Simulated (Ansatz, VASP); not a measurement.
## Ir: VASP beside Ansatz

File INCAR:

```
PREC     = Accurate       # precision mode
ENCUT    = 520            # plane-wave cutoff, eV
EDIFF    = 1E-6           # SCF threshold, eV
ISMEAR   = -1             # smearing method
SIGMA    = 0.05           # smearing width, eV
LREAL    = False          # projectors in reciprocal space
LASPH    = True           # aspherical terms in the spheres
NELM     = 60             # most SCF steps
ALGO     = Normal         # electronic algorithm
ISIF     = 2              # what is computed and relaxed
LWAVE    = False          # write WAVECAR
LCHARG   = True           # write CHGCAR
GGA      = PS             # functional
LELF     = True           # ELF
LVHAR    = True         
NBANDS   = 16             # bands
```

KPOINTS

```
regular mesh
0
Gamma
  13 13 7
```

File POSCAR:

```
Ir
1.0
    2.7448628762      0.0000000000      0.0000000000
   -1.3724314381      2.3771209807      0.0000000000
    0.0000000000      0.0000000000      4.4466778595
Ir
2
Direct
    0.2733333333      0.6366666667      0.2050000000
    0.7266666667      0.3633333333      0.7950000000
```

Input for Ansatz:

```yaml
crystal:
  lattice:
    - [2.7448628762, 0.0, 0.0]
    - [-1.3724314381, 2.3771209807, 0.0]
    - [0.0, 0.0, 4.4466778595]
  atoms:
    - { symbol: Ir, position: [0.2733333333, 0.6366666667, 0.205] }
    - { symbol: Ir, position: [0.7266666667, 0.3633333333, 0.795] }
kpoints:
  mp_grid: { grid: [13, 13, 7] }
scf:
  occupations: { method: fermi_dirac, width: 0.05 }
hamiltonian:
  xc: pbesol
  pseudopotentials: { kind: all_electron, lapw: { basis_error: 0.001 } }
output:
  forces: true
  stress: true
  eigenvalues: true
  populations: true
```

Change from the starting cell: shortest bond scaled by 0.82, LAPW.

Alike in both runs: task single point; functional PBEsol; k mesh 13 × 13 × 7; occupations fermi-dirac, width 0.05 eV; no spin polarisation.

|  | VASP | Ansatz |
| --- | --- | --- |
| version | VASP 6.6.1 | Ansatz 0.2.0 |
| potentials or method | VASP PAW PBE potentials, release 64 (Ir), cutoff 520 eV | all-electron LAPW, scalar-relativistic |

```csv
,VASP,Ansatz,Ansatz less VASP
pressure (GPa),29.5,28.4,-1.11
"traceless stress, the component that is largest in VASP (GPa)",27.96,28.31,+0.345
rms of the force components (eV/Å),4.873,4.854,-0.0189
```

VASP's potentials were made for PBE, not for PBEsol. Atom by atom the forces differ by 0.034 eV/Å (rms over components). Both programs put the cell under a high pressure, so it lies far from rest at this level. Ansatz ran all-electron here, and VASP with PAW potentials.

Spin-orbit coupling is off throughout.
